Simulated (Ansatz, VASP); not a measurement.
## CsAs3: VASP beside Ansatz

```
Cs As
1.0
     0.00000    3.74933    3.74933
     3.74933    0.00000    3.74933
     3.74933    3.74933    0.00000
Cs As
1 3
Direct
  0.00000 0.00000 0.00000
  0.25000 0.25000 0.25000
  0.75000 0.75000 0.75000
  0.50000 0.50000 0.50000
```

Change from the starting cell: species swapped into the PrCd3 type (Fm-3m, No. 225).

Alike in both runs: functional PBE; k mesh 10 × 10 × 10; occupations gaussian, width 0.1 eV; no spin polarisation.

Ansatz relaxed the structure, and its values are those at the end. VASP's run is a single point on that final structure, the one shown.

|  | VASP | Ansatz |
| --- | --- | --- |
| version | VASP 6.6.1 | Ansatz 0.2.0 |
| potentials or method | VASP PAW PBE potentials, release 64 (Cs_sv, As), cutoff 520 eV | scalar-relativistic, plane waves, PAW |
| valence electrons in the cell | 24 | 54 |

Ansatz gave:

- gap on the k mesh at the Fermi level (eV): none
- pressure (GPa): 0.0

Problem. What did VASP give for the same quantities?

Solution. gap on the k mesh at the Fermi level (eV): none; pressure (GPa): 0.2.

A gap of «none» marks a metal or a gap that the smearing closes. VASP's potentials hold 24 valence electrons a cell and Ansatz's 54, so a difference there can come from the potentials and not from the codes.

Neither program's run includes spin-orbit coupling.
